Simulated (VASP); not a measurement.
Set up this calculation in VASP 6.6.1, as the native input.

```
Task                   : relaxation of cell and atoms
Functional             : LDA
Potentials or basis    : VASP PAW LDA potentials, release 64 (Ti_sv, O)
Cutoff                 : 600 eV
k mesh                 : 7 × 5 × 3
Occupations            : fermi-dirac, width 0.05 eV
Spin                   : no spin polarisation
Hubbard terms          : Ti d U = 6.0 eV
Dipole correction      : no
Further INCAR settings : ALGO = Normal; EDIFF = 1e-07; IBRION = 2; EDIFFG = -0.01; NSW = 60; ISIF = 3
```

The structure of TiO2 lies in POSCAR:

```
TiO2
1.0
    2.9682645463      0.0000000000      0.0000000000
    0.0002080834      4.7076067549      0.0000000000
    1.4835696211      0.2423534620      7.0834647979
Ti O
3 6
Direct
    0.0033718700      0.0003888100      0.0007031900
    0.3446402100      0.4802596500      0.3169598700
    0.6617081400      0.5204743600      0.6844963600
    0.4400381600      0.1854376900      0.1285388000
    0.7779263400      0.2977287500      0.4518780700
    0.1012362400      0.3089534200      0.8062432200
    0.9064972100      0.6918369900      0.1951715700
    0.2294071500      0.7030072800      0.5495147300
    0.5680256700      0.8153000600      0.8728271800
```

The input as run:

INCAR

```
ALGO = Normal
EDIFF = 1E-7
EDIFFG = -0.01
ENCUT = 600
GGA = CA
GGA_COMPAT = False
IBRION = 2
ISIF = 3
ISMEAR = -1
KPAR = 4
LASPH = True
LCHARG = False
LDAU = True
LDAUJ = 0 0
LDAUL = 2 -1
LDAUPRINT = 1
LDAUTYPE = 2
LDAUU = 6 0
LMAXMIX = 4
LREAL = False
LWAVE = False
NELM = 200
NELMIN = 4
NSW = 60
PREC = Accurate
SIGMA = 0.05
```

KPOINTS

```
k-points
0
Gamma
  7 5 3
```

Potentials or basis: VASP PAW LDA potentials, release 64 (Ti_sv, O).

Launch:

```bash
$ cat potpaw_LDA.64/Ti_sv/POTCAR potpaw_LDA.64/O/POTCAR > POTCAR
$ mpirun -np 4 vasp_std > vasp.out
```

Results of the run:

* Relaxed volume: 11.10 Å³/atom
* Relaxed cell: a = 3.002 Å, b = 4.674 Å, c = 7.283 Å, α = 88.00°, β = 78.10°, γ = 90.00°
* Space group after relaxing (to 0.1 Å): C2/m (No. 12)
* Energy gained by relaxing: 2.7 meV/atom
* Ionic steps: 16
* Pressure after relaxing: 0.0 GPa
* Largest force after relaxing: 0.009 eV/Å
* Band gap on the k mesh: 2.99 eV (least direct gap 3.03 eV)

It took 9.6 min on 4 MPI ranks on Intel(R) Xeon(R) Platinum 8488C (Sapphire Rapids), on a shared host, peak memory 0.33 GiB a rank.
